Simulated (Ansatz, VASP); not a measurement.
**Two plane-wave programs on GdY2O2**

```
CELL_PARAMETERS angstrom
5.23769 0.00000 0.00000
-2.61885 4.53597 0.00000
0.00000 0.00000 4.32506
ATOMIC_POSITIONS crystal
Y 0.33333 0.66667 0.00000
Y 0.66667 0.33333 0.00000
Gd 0.00000 0.00000 0.00000
O 0.33333 0.66667 0.50000
O 0.66667 0.33333 0.50000
```

Alike in both runs: task single point; functional PBE; k mesh 6 × 6 × 4; occupations gaussian, width 0.1 eV; collinear spin.

|  | VASP | Ansatz |
| --- | --- | --- |
| version | VASP 6.6.1 | Ansatz 0.2.0 |
| potentials or method | VASP PAW PBE potentials, release 64 (Y_sv, Gd, O), cutoff 520 eV | scalar-relativistic, plane waves, PAW |
| valence electrons in the cell | 52 | 52 |

Ansatz gave:

```
gap on the k mesh at the Fermi level (eV)                     : none
pressure (GPa)                                                : 11.9
traceless stress, the component that is largest in VASP (GPa) : -21.56
net moment per atom (μB)                                      : 1.40
size of the moment on the site where the two differ most (μB) : 6.94
```

What did VASP give for the same quantities?

gap on the k mesh at the Fermi level (eV): none; pressure (GPa): 11.7; traceless stress, the component that is largest in VASP (GPa): -21.61; net moment per atom (μB): 1.40; size of the moment on the site where the two differ most (μB): 6.76.

Site moments also hang on the region over which each program counts them. A gap of «none» marks a metal or a gap that the smearing closes.

The k mesh is coarse, so the values compare programs but aren't converged. Neither program's run includes spin-orbit coupling.
